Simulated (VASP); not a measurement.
# Ru (Fd-3m) in VASP: further runs, part 2 of 2

VASP 6.6.1.

## Step 4: Single point, PBEsol (volume scaled by 1.08)

Contents of INCAR:

```
PREC     = Accurate       # precision mode
ENCUT    = 500            # plane-wave cutoff, eV
EDIFF    = 1E-6           # SCF threshold, eV
ISMEAR   = -1             # smearing method
SIGMA    = 0.1            # smearing width, eV
LREAL    = F              # projectors in reciprocal space
LASPH    = T              # aspherical terms in the spheres
NELM     = 120            # most SCF steps
ALGO     = Normal         # electronic algorithm
ISIF     = 2              # what is computed and relaxed
LWAVE    = F              # write WAVECAR
LCHARG   = T              # write CHGCAR
GGA      = PS             # functional
LELF     = T              # ELF
LVHAR    = T            
NBANDS   = 21             # bands
GGA_COMPAT= F
```

Contents of KPOINTS:

```
Automatic mesh
0
Gamma
  11 11 11
```

Contents of POSCAR:

```
Ru
1.0
    0.0000000000      2.7658229159      2.7658229159
    2.7658229159      0.0000000000      2.7658229159
    2.7658229159      2.7658229159      0.0000000000
Ru
2
Direct
    0.1250000000      0.1250000000      0.1250000000
    0.8750000000      0.8750000000      0.8750000000
```

Potentials or basis: VASP PAW PBE potentials, release 64 (Ru_pv).

Started as:

```console
$ cat potpaw_PBE.64/Ru_pv/POTCAR > POTCAR
$ mpirun -np 1 vasp_std > vasp.out
```

OUTCAR:

```text
PREC = Accurate
   ENCUT = 500
   EDIFF = 1E-6
   ISMEAR = -1
   LREAL = F
   LASPH = T
   NELM = 120
   ISIF = 2
   GGA = PS

 ion  position               nearest neighbor table
   1  0.125  0.125  0.125-   2 2.40   2 2.40   2 2.40   2 2.40
   2  0.875  0.875  0.875-   1 2.40   1 2.40   1 2.40   1 2.40

  LATTYP: Found a face centered cubic cell.
 ALAT       =     5.5316458318

  Lattice vectors:

[... 188 lines left out ...]
  band No.  band energies     occupation
      1     -36.6470      2.00000
      2     -36.6470      2.00000
      3     -36.6470      2.00000
      4     -35.8663      2.00000
      5     -35.8663      2.00000
      6     -35.8663      2.00000
[... 565 lines left out ...]
     20      17.1481      0.00000
     21      17.4103      0.00000

 [... further k-points ...]
[... 5 lines left out ...]
  --------------------------------------------------------------------------------------
  -------------------------------------------------------------------------------------
  Total       -3.0359974     -3.0359974     -3.0359974     -0.0000000      0.0000000     -0.0000000
  in kB     -114.9499728   -114.9499728   -114.9499728     -0.0000000      0.0000000     -0.0000000
  external PRESSURE =    -114.9499728 kB  Pullay stress =       0.0000000 kB

 VOLUME and BASIS-vectors are now :
 -----------------------------------------------------------------------------
  energy-cutoff  :      500.00
  volume of cell :       42.32
      direct lattice vectors                 reciprocal lattice vectors
     0.000000000  2.765822916  2.765822916    -0.180778023  0.180778023  0.180778023
     2.765822916  0.000000000  2.765822916     0.180778023 -0.180778023  0.180778023
     2.765822916  2.765822916  0.000000000     0.180778023  0.180778023 -0.180778023

 POSITION                                       TOTAL-FORCE (eV/Angst)
 -----------------------------------------------------------------------------------
      0.69146      0.69146      0.69146        -0.000000      0.000000     -0.000000
      4.84019      4.84019      4.84019         0.000000     -0.000000      0.000000
 -----------------------------------------------------------------------------------
    total drift:                               -0.000000      0.000000      0.000000

  FREE ENERGIE OF THE ION-ELECTRON SYSTEM (eV)
  ---------------------------------------------------
  free  energy   TOTEN  =       -17.5019261747 eV

  energy  without entropy=      -17.4363817889  energy(sigma->0) =      -17.46915398
```

OSZICAR:

```text
N       E                     dE             d eps       ncg     rms          rms(c)
DAV:   1     0.273382779190E+03    0.27338E+03   -0.17062E+04  2352   0.134E+03
DAV:   2    -0.131652961615E+02   -0.28655E+03   -0.27692E+03  2502   0.408E+02
DAV:   3    -0.182294889173E+02   -0.50642E+01   -0.50224E+01  2627   0.620E+01
DAV:   4    -0.182764280630E+02   -0.46939E-01   -0.46926E-01  3206   0.530E+00
DAV:   5    -0.182769680344E+02   -0.53997E-03   -0.53991E-03  2771   0.466E-01    0.117E+01
DAV:   6    -0.175522936079E+02    0.72467E+00   -0.22415E+00  2442   0.131E+01    0.319E+00
DAV:   7    -0.175144400468E+02    0.37854E-01   -0.48764E-02  2882   0.182E+00    0.140E+00
DAV:   8    -0.175018590818E+02    0.12581E-01   -0.14743E-02  2472   0.925E-01    0.895E-02
DAV:   9    -0.175018982171E+02   -0.39135E-04   -0.32193E-04  2817   0.167E-01    0.448E-02
DAV:  10    -0.175019266992E+02   -0.28482E-04   -0.21859E-05  2759   0.404E-02    0.366E-03
DAV:  11    -0.175019261747E+02    0.52451E-06   -0.58195E-07  2139   0.568E-03
   1 F= -.17501926E+02 E0= -.17469154E+02  d E =-.655444E-01
```

stdout:

```text
POSCAR found type information on POSCAR Ru
 POSCAR found :  1 types and       2 ions
 scaLAPACK will be used
 -----------------------------------------------------------------------------
|                                                                             |
|                                                                             |
|     You enforced a specific xc type in the INCAR file but a different       |
|     I HOPE YOU KNOW WHAT YOU ARE DOING!                                     |
|                                                                             |
 -----------------------------------------------------------------------------

 LDA part: xc-table for (Slater+PW92), standard interpolation
 POSCAR, INCAR and KPOINTS ok, starting setup
 FFT: planning ... GRIDC
 FFT: planning ... GRID_SOFT
 FFT: planning ... GRID
 WAVECAR not read
 entering main loop
```

Wall time 78 s (1 thread of Intel Xeon 8259CL, shared host); peak memory 0.19 GiB.

Results:

```
Free energy            : -17.5019 eV
Pressure               : -11.5 GPa
Band gap on the k mesh : zero (band 14 reaches 6.65 eV, above the bottom of band 15 at 5.85 eV)
```

Levels at points of the mesh, in eV from the Fermi level:
```
           k point  band 12  band 13  band 14  band 15  band 16  band 17
(0.00, 0.00, 0.00)    -3.06    -0.46    -0.46    -0.46     1.73     1.73
```

Caveat: the PAW data sets were made with another functional, which shifts forces and pressure a little.

## Step 5: Summary

```tsv
cell	gap on the mesh (eV)	pressure (GPa)
a = 3.812 Å, angles 60.0°, 2 atoms	none	0.3
a = 3.863 Å, angles 60.0°, 2 atoms	none	-6.3
a = 3.911 Å, angles 60.0°, 2 atoms	none	-11.5
```

Alike in all rows: task single point; level PBEsol; potentials or basis VASP PAW PBE potentials, release 64 (Ru_pv); no spin polarisation; k mesh 11 × 11 × 11; cutoff (eV) 500; smearing fermi-dirac 0.1 eV.

Caveats: the PAW data sets were made with another functional, which shifts forces and pressure a little.

Total energies depend on the potentials used, so only differences within one code and one set of settings carry meaning.
